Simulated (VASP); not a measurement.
# Li3B in VASP: single point with PBE

Aim: the single point of Li3B with PBE.

Program: VASP 6.6.1. These are calculated values, not measurements. Logs are shortened: lines on timing, memory, paths and dates and some standing lists are left out, and cuts for length are marked.

**1. The cell of the first run**

The typed cell holds 8 atoms: a = 6.301 Å, b = 6.301 Å, c = 4.444 Å, α = 90.00°, β = 90.00°, γ = 90.00°.

**2. Single point, PBE**

INCAR

```
SYSTEM = Li3B
ALGO = Normal
EDIFF = 1E-6
ENCUT = 520
GGA = PE
ISIF = 2
ISMEAR = 0
LASPH = .True.
LCHARG = .False.
LREAL = .False.
LWAVE = .False.
NBANDS = 22
NELM = 80
PREC = Accurate
SIGMA = 0.1
```

KPOINTS

```
k-points
0
Gamma
  4 4 4
  0 0 0
```

POSCAR

```
Li3B
1.0
    6.3009837404      0.0000000000      0.0000000000
    0.0000000000      6.3009837404      0.0000000000
    0.0000000000      0.0000000000      4.4437296247
Li B
6 2
Direct
    0.2500000000      0.7500000000      0.0000000000
    0.7500000000      0.7500000000      0.0000000000
    0.7500000000      0.2500000000      0.0000000000
    0.2500000000      0.2500000000      0.0000000000
    0.5000000000      0.0000000000      0.5000004965
    0.0000000000      0.5000000000      0.4999995035
    0.5000000000      0.0000000000      0.9999846111
    0.0000000000      0.5000000000      0.0000153889
```

Potentials or basis: VASP PAW PBE potentials, release 64 (Li_sv, B).

Command:

```
cat potpaw_PBE.64/Li_sv/POTCAR potpaw_PBE.64/B/POTCAR > POTCAR
mpirun -np 1 vasp_std > vasp.out
```

OUTCAR:

```text
SYSTEM = Li3B
   EDIFF = 1E-6
   ENCUT = 520
   GGA = PE
   ISIF = 2
   ISMEAR = 0
   LASPH = .True.
   LREAL = .False.
   NELM = 80
   PREC = Accurate

 ion  position               nearest neighbor table
   1  0.250  0.750  0.000-   7 2.23   8 2.23
   2  0.750  0.750  0.000-   7 2.23   8 2.23
   3  0.750  0.250  0.000-   7 2.23   8 2.23
   4  0.250  0.250  0.000-   7 2.23   8 2.23
   5  0.500  0.000  0.500-   7 2.22   7 2.22
   6  0.000  0.500  0.500-   8 2.22   8 2.22
   7  0.500  0.000  1.000-   5 2.22   5 2.22   2 2.23   3 2.23   4 2.23   1 2.23
   8  0.000  0.500  0.000-   6 2.22   6 2.22   3 2.23   4 2.23   1 2.23   2 2.23

  LATTYP: Found a simple tetragonal cell.
 ALAT       =     6.3009837404
 C/A-ratio  =     0.7052437854

  Lattice vectors:

 A1 = (   6.3009837404,   0.0000000000,   0.0000000000)
 A2 = (   0.0000000000,   6.3009837404,   0.0000000000)
 A3 = (   0.0000000000,   0.0000000000,   4.4437296247)

Analysis of symmetry for initial positions (statically):
=====================================================================
 Subroutine PRICEL returns:
 Original cell was already a primitive cell.

 Routine SETGRP: Setting up the symmetry group for a
 simple tetragonal supercell.

 Subroutine GETGRP returns: Found 16 space group operations
 (whereof  8 operations were pure point group operations)
 out of a pool of 16 trial point group operations.

The static configuration has the point symmetry D_2d.
 The point group associated with its full space group is D_4h.

Analysis of symmetry for dynamics (positions and initial velocities):
=====================================================================
 Subroutine PRICEL returns:
 Original cell was already a primitive cell.

 Routine SETGRP: Setting up the symmetry group for a
 simple tetragonal supercell.

 Subroutine GETGRP returns: Found 16 space group operations
 (whereof  8 operations were pure point group operations)
 out of a pool of 16 trial point group operations.

The dynamic configuration has the point symmetry D_2d.
 The point group associated with its full space group is D_4h.

 Subroutine INISYM returns: Found 16 space group operations
 (whereof  8 operations are pure point group operations),
 and found     1 'primitive' translations

[... 101 lines left out ...]
   EDIFFG = 0.1E-04   stopping-criterion for IOM
   NSW    =      0    number of steps for IOM
   IBRION =     -1    ionic relax: 0-MD 1-quasi-New 2-CG
   NFREE  =      0    steps in history (QN), initial steepest desc. (CG)
   ISIF   =      2    stress and relaxation
   ISYM   =      2    0-nonsym 1-usesym 2-fastsym
   POTIM  = 0.5000    time-step for ionic-motion
   TEBEG  =    0.0;   TEEND  =   0.0 temperature during run
   PSTRESS=    0.0 pullay stress
   NELECT =      24.0000    total number of electrons
   NUPDOWN=      -1.0000    fix difference up-down
   EMIN   =  10.00;   EMAX   =-10.00  energy-range for DOS
   EFERMI =   0.00;   METHOD = LEGACY
   ISMEAR =     0;   SIGMA  =   0.10  broadening in eV -4-tet -1-fermi 0-gaus
   EFERMI_NEDOS =   21; number of points for ismear=-14 and -15
   IALGO  =     38    algorithm
   IMIX   =      4    mixing-type and parameters
     AMIX     =   0.40;   BMIX     =  1.00
     AMIX_MAG =   1.60;   BMIX_MAG =  1.00
  volume/ion in A,a.u.               =      22.05       148.82
  Fermi-wavevector in a.u.,A,eV,Ry     =   0.841958  1.591070  9.645080  0.708893
  Thomas-Fermi vector in A             =   1.956587
   LORBIT       =      0    0 simple, 1 ext, 2 COOP (PROOUT), +10 PAW based schemes
   GGA     = PE    functional components
   LHFCALC =     F    Hartree Fock is set to
   AEXX    =    0.0000 exact exchange contribution
   IVDW    =     0    specifies the selected vdW correction
   LEPSILON=     F    determine dielectric tensor
   LRPA    =     F    only Hartree local field effects (RPA)
 non-spin polarized calculation
 Gauss-broadening in eV      SIGMA  =   0.10
  energy-cutoff  :      520.00
  volume of cell :      176.43
 maximum number of plane-waves:      4792
 NGX is ok and might be reduce to    48
   NGX = 23   NGY = 23   NGZ = 17

 number of electron      23.9999944 magnetization

 Free energy of the ion-electron system (eV)
  ---------------------------------------------------
  ext. energy  EPLUGINS =         0.00000000
  ---------------------------------------------------
  free energy    TOTEN  =       -19.25268248 eV

  energy without entropy =      -19.20461734  energy(sigma->0) =      -19.22864991

 E-fermi :  -0.7006     XC(G=0):  -6.6199

 val. band max:       -0.7064482349   @ k =   0.0000   0.0000   0.2500
 cond. band min:      -0.6984283576   @ k =   0.2500   0.2500   0.0000
 fundamental gap:      0.0080198773
 Fermi energy:        -0.7005810236

 k-point     1 :       0.0000    0.0000    0.0000
  band No.  band energies     occupation
      1     -46.0969      2.00000
      2     -46.0908      2.00000
      3     -46.0908      2.00000
      4     -46.0860      2.00000
      5     -46.0574      2.00000
      6     -46.0563      2.00000
[... 439 lines left out ...]
     21       5.6974      0.00000
     22       5.6994      0.00000

------------------------ aborting loop because EDIFF is reached ----------------------------------------

  FORCE on cell =-STRESS in cart. coord.  units (eV):
  Direction    XX          YY          ZZ          XY          YZ          ZX
  --------------------------------------------------------------------------------------
  -------------------------------------------------------------------------------------
  Total        0.0325338      0.0325338      0.0282740      0.0000000      0.0000000      0.0000000
  in kB        0.2954481      0.2954481      0.2567634      0.0000000      0.0000000      0.0000000
  external PRESSURE =       0.2825532 kB  Pullay stress =       0.0000000 kB

 VOLUME and BASIS-vectors are now :
 -----------------------------------------------------------------------------
  energy-cutoff  :      520.00
  volume of cell :      176.43
      direct lattice vectors                 reciprocal lattice vectors
     6.300983740  0.000000000  0.000000000     0.158705377  0.000000000  0.000000000
     0.000000000  6.300983740  0.000000000     0.000000000  0.158705377  0.000000000
     0.000000000  0.000000000  4.443729625     0.000000000  0.000000000  0.225036194

 POSITION                                       TOTAL-FORCE (eV/Angst)
 -----------------------------------------------------------------------------------
      1.57525      4.72574      0.00000         0.000000      0.000000      0.000000
      4.72574      4.72574      0.00000         0.000000      0.000000      0.000000
      4.72574      1.57525      0.00000         0.000000     -0.000000      0.000000
      1.57525      1.57525      0.00000        -0.000000     -0.000000      0.000000
      3.15049      0.00000      2.22187        -0.000000     -0.000000     -0.000347
      0.00000      3.15049      2.22186        -0.000000     -0.000000      0.000347
      3.15049      0.00000      4.44366        -0.000000     -0.000000      0.000371
      0.00000      3.15049      0.00007        -0.000000     -0.000000     -0.000371
 -----------------------------------------------------------------------------------
    total drift:                                0.000000     -0.000000      0.000000

  FREE ENERGIE OF THE ION-ELECTRON SYSTEM (eV)
  ---------------------------------------------------
  free  energy   TOTEN  =       -19.2526824755 eV

  energy  without entropy=      -19.2046173433  energy(sigma->0) =      -19.22864991
```

OSZICAR:

```text
N       E                     dE             d eps       ncg     rms          rms(c)
DAV:   1     0.122462631765E+03    0.12246E+03   -0.10534E+04   792   0.104E+03
DAV:   2     0.602682675173E+01   -0.11644E+03   -0.11108E+03   906   0.262E+02
DAV:   3    -0.174758201932E+02   -0.23503E+02   -0.23214E+02  1294   0.644E+01
DAV:   4    -0.217457610531E+02   -0.42699E+01   -0.41120E+01  1390   0.370E+01
DAV:   5    -0.223594187252E+02   -0.61366E+00   -0.61339E+00  1266   0.882E+00    0.635E+00
DAV:   6    -0.192673289844E+02    0.30921E+01   -0.93169E+00   834   0.824E+00    0.163E+00
DAV:   7    -0.192579060747E+02    0.94229E-02   -0.94793E-01  1124   0.263E+00    0.118E+00
DAV:   8    -0.192558548385E+02    0.20512E-02   -0.95769E-02   964   0.131E+00    0.325E-01
DAV:   9    -0.192518440402E+02    0.40108E-02   -0.21151E-02   966   0.479E-01    0.127E-01
DAV:  10    -0.192525439580E+02   -0.69992E-03   -0.14489E-03  1096   0.173E-01    0.332E-02
DAV:  11    -0.192526608183E+02   -0.11686E-03   -0.22129E-04   960   0.670E-02    0.147E-02
DAV:  12    -0.192526808638E+02   -0.20045E-04   -0.44253E-05  1036   0.292E-02    0.463E-03
DAV:  13    -0.192526822430E+02   -0.13792E-05   -0.64198E-06  1094   0.867E-03    0.159E-03
DAV:  14    -0.192526824755E+02   -0.23243E-06   -0.56677E-07   646   0.259E-03
   1 F= -.19252682E+02 E0= -.19228650E+02  d E =-.480651E-01
```

Wall time 54 s (1 thread of Intel Xeon Platinum 8488C (Sapphire Rapids), shared host); peak memory 0.27 GiB.

What came out:

```yaml
Free_energy: -19.2527 eV
Band_gap_on_the_k_mesh: zero (band 12 reaches -0.39 eV, above the bottom of band 13 at -0.86 eV)
```

Levels at points of the mesh, in eV from the Fermi level:
```csv
k point,band 10,band 11,band 12,band 13,band 14,band 15
"(0.00, 0.00, 0.00)",-0.51,-0.17,-0.17,-0.16,0.50,1.31
"(0.50, 0.00, 0.00)",-0.87,-0.33,-0.33,0.16,0.16,3.13
"(0.50, 0.50, 0.00)",-1.42,0.18,0.18,0.19,0.19,3.87
"(0.00, 0.00, 0.50)",0.18,0.18,0.31,0.31,0.31,2.24
"(0.50, 0.00, 0.50)",-0.74,-0.11,-0.11,0.25,0.25,2.86
"(0.50, 0.50, 0.50)",-0.50,-0.50,-0.50,0.50,0.50,1.32
```

Caveat: the cutoff is under 1.25 times the usual one of these potentials, so pressure, stress and relaxed cells hold a basis-set (Pulay) error.
